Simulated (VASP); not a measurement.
# Ag (Fd-3m) in VASP: a series of runs

The runs below take Ag through density of states, with PBE.

Program: VASP 6.6.1. These are calculated values, not measurements. Logs are shortened: lines on timing, memory, paths and dates and some standing lists are left out, and cuts for length are marked.

### Step 1. The cell of the first run

It takes space group Fd-3m (No. 227, cubic). The conventional cell has a = 4.581 Å, b = 4.581 Å, c = 4.581 Å, α = 90.00°, β = 90.00°, γ = 90.00°. Within 2.6 Å of Ag (site symmetry -43m) lie 4 Ag at 1.98 Å.

### Step 2. Density of states, PBE (volume scaled by 0.4)

The input, POSCAR:

```
Ag
1.0
    0.0000000000      2.2906833938      2.2906833938
    2.2906833938      0.0000000000      2.2906833938
    2.2906833938      2.2906833938      0.0000000000
Ag
2
Direct
   -0.1250000000     -0.1250000000     -0.1250000000
    0.1250000000      0.1250000000      0.1250000000
```

The input, INCAR.step1:

```
  PREC = Accurate
  ENCUT = 520
  EDIFF = 1E-6
  ISMEAR = -1
  SIGMA = 0.1
  LREAL = False
  LASPH = True
  NELM = 100
  ALGO = Normal
  ISIF = 2
  LWAVE = False
  LCHARG = True
  LMAXMIX = 4
  GGA = PE
  NBANDS = 18
```

The input, KPOINTS.step1:

```
Automatic mesh
0
Gamma
  12 12 12
```

The input, INCAR.step2:

```
  PREC = Accurate
  ENCUT = 520
  EDIFF = 1E-6
  ISMEAR = -5
  SIGMA = 0.1
  LREAL = False
  LASPH = True
  NELM = 100
  ALGO = Normal
  ISIF = 2
  LWAVE = False
  LCHARG = False
  LMAXMIX = 4
  GGA = PE
  LORBIT = 10
  NBANDS = 18
  NEDOS = 1001
  ICHARG = 11
```

The input, KPOINTS.step2:

```
Automatic mesh
0
Gamma
  18 18 18
```

Potentials or basis: VASP PAW PBE potentials, release 64 (Ag).

Launch:

```console
> cat potpaw_PBE.64/Ag/POTCAR > POTCAR
> cp INCAR.step1 INCAR
> cp KPOINTS.step1 KPOINTS
> mpirun -np 1 vasp_std > vasp.out
> cp INCAR.step2 INCAR
> cp KPOINTS.step2 KPOINTS
> mpirun -np 1 vasp_std > vasp.out
```

OUTCAR:

```text
PREC = Accurate
   ENCUT = 520
   EDIFF = 1E-6
   ISMEAR = -5
   LREAL = False
   LASPH = True
   NELM = 100
   ISIF = 2
   GGA = PE
   LORBIT = 10
   ICHARG = 11

 ion  position               nearest neighbor table
   1  0.875  0.875  0.875-   2 1.98   2 1.98   2 1.98   2 1.98
   2  0.125  0.125  0.125-   1 1.98   1 1.98   1 1.98   1 1.98

  LATTYP: Found a face centered cubic cell.
 ALAT       =     4.5813667876

  Lattice vectors:

 A1 = (   0.0000000000,   2.2906833938,   2.2906833938)
 A2 = (   2.2906833938,   0.0000000000,   2.2906833938)
 A3 = (   2.2906833938,   2.2906833938,   0.0000000000)

Analysis of symmetry for initial positions (statically):
=====================================================================
 Subroutine PRICEL returns:
 Original cell was already a primitive cell.

 Routine SETGRP: Setting up the symmetry group for a
 face centered cubic supercell.

 Subroutine GETGRP returns: Found 48 space group operations
 (whereof 12 operations were pure point group operations)
 out of a pool of 48 trial point group operations.

The static configuration has the point symmetry D_3d.
 The point group associated with its full space group is O_h .

Analysis of symmetry for dynamics (positions and initial velocities):
=====================================================================
 Subroutine PRICEL returns:
 Original cell was already a primitive cell.

 Routine SETGRP: Setting up the symmetry group for a
 face centered cubic supercell.

 Subroutine GETGRP returns: Found 48 space group operations
 (whereof 12 operations were pure point group operations)
 out of a pool of 48 trial point group operations.

The dynamic configuration has the point symmetry D_3d.
 The point group associated with its full space group is O_h .

 Subroutine INISYM returns: Found 48 space group operations
 (whereof 12 operations are pure point group operations),
 and found     1 'primitive' translations

----------------------------------------------------------------------------------------

                                     Primitive cell

  volume of cell :      24.0395

  direct lattice vectors                    reciprocal lattice vectors
     0.000000000  2.290683394  2.290683394    -0.218275472  0.218275472  0.218275472
     2.290683394  0.000000000  2.290683394     0.218275472 -0.218275472  0.218275472
     2.290683394  2.290683394  0.000000000     0.218275472  0.218275472 -0.218275472

  length of vectors
     3.239515523  3.239515523  3.239515523     0.378064208  0.378064208  0.378064208

  position of ions in fractional coordinates (direct lattice)
     0.875000000  0.875000000  0.875000000
     0.125000000  0.125000000  0.125000000

  ion indices of the primitive-cell ions
   primitive index   ion index
                 1           1
                 2           2

----------------------------------------------------------------------------------------

 KPOINTS: Automatic mesh

Automatic generation of k-mesh.
 Grid dimensions read from file:
 generate k-points for:   18   18   18

 Generating k-lattice:

  Cartesian coordinates                     Fractional coordinates (reciprocal lattice)
    -0.012126415  0.012126415  0.012126415     0.055555556  0.000000000  0.000000000
     0.012126415 -0.012126415  0.012126415     0.000000000  0.055555556  0.000000000
     0.012126415  0.012126415 -0.012126415     0.000000000  0.000000000  0.055555556

  Length of vectors
     0.021003567  0.021003567  0.021003567

  Shift w.r.t. Gamma in fractional coordinates (k-lattice)
     0.000000000  0.000000000  0.000000000

 TETIRR: Found    806 inequivalent tetrahedra from    34992

 Subroutine IBZKPT returns following result:
 ===========================================

 Found    195 irreducible k-points:

 Following reciprocal coordinates:
            Coordinates               Weight
  0.000000  0.000000  0.000000      1.000000
  0.055556  0.000000  0.000000      8.000000
  0.111111  0.000000  0.000000      8.000000
  0.166667  0.000000  0.000000      8.000000
  0.222222  0.000000  0.000000      8.000000
  0.277778  0.000000  0.000000      8.000000
[... 16 lines left out ...]
 -0.277778  0.055556  0.000000     24.000000
 -0.222222  0.055556  0.000000     24.000000
 [... further k-points ...]
   k-points           NKPTS =    195   k-points in BZ     NKDIM =    195   number of bands    NBANDS=     18
   number of dos      NEDOS =   1001   number of ions     NIONS =      2
   total plane-waves  NPLWV =  13824
   dimension x,y,z NGX =    24 NGY =   24 NGZ =   24
   dimension x,y,z NGXF=    48 NGYF=   48 NGZF=   48
   ions per type =               2
   NGX,Y,Z   is equivalent  to a cutoff of  12.32, 12.32, 12.32 a.u.
   NGXF,Y,Z  is equivalent  to a cutoff of  24.63, 24.63, 24.63 a.u.
 SYSTEM =  unknown system
   PREC   = accura    normal or accurate (medium, high low for compatibility)
   ISTART =      0    job   : 0-new  1-cont  2-samecut
   ICHARG =     11    charge: 1-file 2-atom 10-const
   ISPIN  =      1    spin polarized calculation?
   LNONCOLLINEAR =      F non collinear calculations
   LSORBIT =      F    spin-orbit coupling
   LASPH  =      T    aspherical Exc in radial PAW
   ENCUT  =  520.0 eV  38.22 Ry    6.18 a.u.   6.02  6.02  6.02*2*pi/ulx,y,z
   NELM   =    100;   NELMIN=  2; NELMDL=  0     # of ELM steps
   EDIFF  = 0.1E-05   stopping-criterion for ELM
   LREAL  =      F    real-space projection
   EDIFFG = 0.1E-04   stopping-criterion for IOM
   NSW    =      0    number of steps for IOM
   IBRION =     -1    ionic relax: 0-MD 1-quasi-New 2-CG
   NFREE  =      0    steps in history (QN), initial steepest desc. (CG)
   ISIF   =      2    stress and relaxation
   ISYM   =      2    0-nonsym 1-usesym 2-fastsym
   POTIM  = 0.5000    time-step for ionic-motion
   TEBEG  =    0.0;   TEEND  =   0.0 temperature during run
   PSTRESS=    0.0 pullay stress
   NELECT =      22.0000    total number of electrons
   NUPDOWN=      -1.0000    fix difference up-down
   EMIN   =  10.00;   EMAX   =-10.00  energy-range for DOS
   EFERMI =   0.00;   METHOD = LEGACY
   ISMEAR =    -5;   SIGMA  =   0.10  broadening in eV -4-tet -1-fermi 0-gaus
   EFERMI_NEDOS =   21; number of points for ismear=-14 and -15
   IALGO  =     38    algorithm
   IMIX   =      4    mixing-type and parameters
     AMIX     =   0.40;   BMIX     =  1.00
     AMIX_MAG =   1.60;   BMIX_MAG =  1.00
  volume/ion in A,a.u.               =      12.02        81.11
  Fermi-wavevector in a.u.,A,eV,Ry     =   1.589427  3.003582 34.372113  2.526279
  Thomas-Fermi vector in A             =   2.688278
   LORBIT       =     10    0 simple, 1 ext, 2 COOP (PROOUT), +10 PAW based schemes
   GGA     = PE    functional components
   LHFCALC =     F    Hartree Fock is set to
   AEXX    =    0.0000 exact exchange contribution
   IVDW    =     0    specifies the selected vdW correction
   LEPSILON=     F    determine dielectric tensor
   LRPA    =     F    only Hartree local field effects (RPA)
 non-spin polarized calculation
 Fermi weights with tetrahedron method with Bloechl corrections
  energy-cutoff  :      520.00
  volume of cell :       24.04
 maximum number of plane-waves:       659

 number of electron      22.0000005 magnetization

 Free energy of the ion-electron system (eV)
  ---------------------------------------------------
  ext. energy  EPLUGINS =         0.00000000
  ---------------------------------------------------
  free energy    TOTEN  =        10.50025439 eV

  energy without entropy =       10.50025439  energy(sigma->0) =       10.50025439

 E-fermi :  15.6507     XC(G=0): -14.0828

 val. band max:       15.6363291468   @ k =  -0.2778   0.4444   0.1667
 cond. band min:      15.5480665422   @ k =  -0.3889   0.2778   0.0556
 fundamental gap:     -0.0882626046
 Fermi energy:        15.6507161158

 k-point     1 :       0.0000    0.0000    0.0000
  band No.  band energies     occupation
      1       4.3952      2.00000
      2       4.4477      2.00000
      3       4.4477      2.00000
      4       5.4698      2.00000
      5       5.4698      2.00000
      6       5.4698      2.00000
[... 10 lines left out ...]
     17      32.2170      0.00000
     18      32.2170      0.00000

 k-point     2 :       0.0556    0.0000    0.0000
  band No.  band energies     occupation
      1       4.4027      2.00000
      2       4.4027      2.00000
      3       4.4772      2.00000
      4       5.4665      2.00000
      5       5.5420      2.00000
      6       5.5420      2.00000
[... 10 lines left out ...]
     17      32.0893      0.00000
     18      32.1039      0.00000

 k-point     3 :       0.1111    0.0000    0.0000
  band No.  band energies     occupation
      1       4.3099      2.00000
      2       4.3099      2.00000
      3       4.6968      2.00000
      4       5.4816      2.00000
      5       5.7058      2.00000
      6       5.7058      2.00000
[... 10 lines left out ...]
     17      31.7685      0.00000
     18      31.7686      0.00000

 k-point     4 :       0.1667    0.0000    0.0000
  band No.  band energies     occupation
      1       4.2310      2.00000
      2       4.2310      2.00000
      3       4.9225      2.00000
      4       5.6388      2.00000
      5       5.8696      2.00000
      6       5.8696      2.00000
[... 375 lines left out ...]
      4       5.5515      2.00000
      5       6.0110      2.00000
      6       7.0605      2.00000
[... 10 lines left out ...]
     17      31.4735      0.00000
     18      35.7660      0.00000

 k-point    23 :      -0.2778    0.0556    0.0000
  band No.  band energies     occupation
      1       4.0523      2.00000
      2       4.4674      2.00000
      3       4.8692      2.00000
      4       5.7122      2.00000
      5       6.1846      2.00000
      6       6.8296      2.00000
[... 10 lines left out ...]
     17      31.2914      0.00000
     18      35.2405      0.00000

 k-point    24 :      -0.2222    0.0556    0.0000
  band No.  band energies     occupation
      1       4.0095      2.00000
      2       4.4124      2.00000
      3       4.9373      2.00000
      4       5.7851      2.00000
      5       6.2315      2.00000
      6       6.3095      2.00000
[... 10 lines left out ...]
     17      31.0308      0.00000
     18      34.3325      0.00000

 [... further k-points ...]
[... 5 lines left out ...]
  --------------------------------------------------------------------------------------
  -------------------------------------------------------------------------------------
  Total       47.0419865     47.0419865     47.0419865      0.0000000      0.0000000      0.0000000
  in kB     3135.2417760   3135.2417760   3135.2417760      0.0000000      0.0000000      0.0000000
  external PRESSURE =    3135.2417760 kB  Pullay stress =       0.0000000 kB

 VOLUME and BASIS-vectors are now :
 -----------------------------------------------------------------------------
  energy-cutoff  :      520.00
  volume of cell :       24.04
      direct lattice vectors                 reciprocal lattice vectors
     0.000000000  2.290683394  2.290683394    -0.218275472  0.218275472  0.218275472
     2.290683394  0.000000000  2.290683394     0.218275472 -0.218275472  0.218275472
     2.290683394  2.290683394  0.000000000     0.218275472  0.218275472 -0.218275472

 POSITION                                       TOTAL-FORCE (eV/Angst)
 -----------------------------------------------------------------------------------
      4.00870      4.00870      4.00870        -0.000000     -0.000000     -0.000000
      0.57267      0.57267      0.57267         0.000000      0.000000      0.000000
 -----------------------------------------------------------------------------------
    total drift:                                0.000000      0.000000      0.000000

  FREE ENERGIE OF THE ION-ELECTRON SYSTEM (eV)
  ---------------------------------------------------
  free  energy   TOTEN  =        10.5002543904 eV

  energy  without entropy=       10.5002543904  energy(sigma->0) =       10.50025439

 total charge

# of ion       s       p       d       tot
------------------------------------------
    1        0.809   0.867   9.691  11.367
    2        0.809   0.867   9.691  11.367
--------------------------------------------------
tot          1.617   1.735  19.382  22.734
```

Wall time 21 s (1 thread of Intel Xeon 6975P-C (Granite Rapids), shared host); peak memory 0.18 GiB.

Levels at points of the mesh, in eV from the Fermi level:
```
           k point  band 9  band 10  band 11  band 12  band 13  band 14
(0.00, 0.00, 0.00)   -6.11    -3.03    -3.03    12.94    13.22    13.22
(0.50, 0.00, 0.00)   -4.30    -3.63    -3.63    -0.13     9.82    11.48
(0.50, 0.50, 0.00)   -3.25    -3.25     0.31     0.31     3.79     3.79
```

Caveat: tetrahedron occupations give inexact forces and stress in metals.

### Step 3. Density of states, PBE (volume scaled by 0.6)

The input, POSCAR:

```
Ag
1.0
    0.0000000000      2.6221779061      2.6221779061
    2.6221779061      0.0000000000      2.6221779061
    2.6221779061      2.6221779061      0.0000000000
Ag
2
Direct
   -0.1250000000     -0.1250000000     -0.1250000000
    0.1250000000      0.1250000000      0.1250000000
```

The input, INCAR.step1:

```
PREC = Accurate
ENCUT = 520
EDIFF = 1E-6
ISMEAR = -1
SIGMA = 0.1
LREAL = F
LASPH = T
NELM = 100
ALGO = Normal
ISIF = 2
LWAVE = F
LCHARG = T
LMAXMIX = 4
GGA = PE
NBANDS = 18
```

The input, KPOINTS.step1:

```
regular mesh
0
Gamma
  12 12 12
```

The input, INCAR.step2:

```
PREC = Accurate
ENCUT = 520
EDIFF = 1E-6
ISMEAR = -5
SIGMA = 0.1
LREAL = F
LASPH = T
NELM = 100
ALGO = Normal
ISIF = 2
LWAVE = F
LCHARG = F
LMAXMIX = 4
GGA = PE
LORBIT = 10
NBANDS = 18
NEDOS = 2001
ICHARG = 11
```

The input, KPOINTS.step2:

```
regular mesh
0
Gamma
  18 18 18
```

Potentials or basis: VASP PAW PBE potentials, release 64 (Ag).

Launch:

```console
> cat potpaw_PBE.64/Ag/POTCAR > POTCAR
> cp INCAR.step1 INCAR
> cp KPOINTS.step1 KPOINTS
> mpirun -np 1 vasp_std > vasp.out
> cp INCAR.step2 INCAR
> cp KPOINTS.step2 KPOINTS
> mpirun -np 1 vasp_std > vasp.out
```

Wall time 37 s (1 thread of Intel Xeon 6975P-C (Granite Rapids), shared host); peak memory 0.22 GiB.

The run converged. Its results:

- Valence electrons inside the program's atomic spheres: Ag 10.35

Levels at points of the mesh, in eV from the Fermi level:
| k point | band 7 | band 8 | band 9 | band 10 | band 11 | band 12 | band 13 | band 14 | band 15 | band 16 |
| --- | --- | --- | --- | --- | --- | --- | --- | --- | --- | --- |
| (0.00, 0.00, 0.00) | -4.24 | -4.24 | -4.24 | -2.72 | -2.72 | 12.25 | 12.25 | 12.25 | 12.51 | 12.68 |
| (0.50, 0.00, 0.00) | -3.85 | -3.85 | -2.94 | -2.94 | -2.21 | -0.45 | 8.57 | 8.57 | 10.06 | 12.87 |
| (0.50, 0.50, 0.00) | -4.73 | -4.73 | -2.70 | -2.70 | 0.34 | 0.34 | 3.79 | 3.79 | 9.43 | 9.43 |

Caveat: tetrahedron occupations give inexact forces and stress in metals.

[end of part 1 of 2]
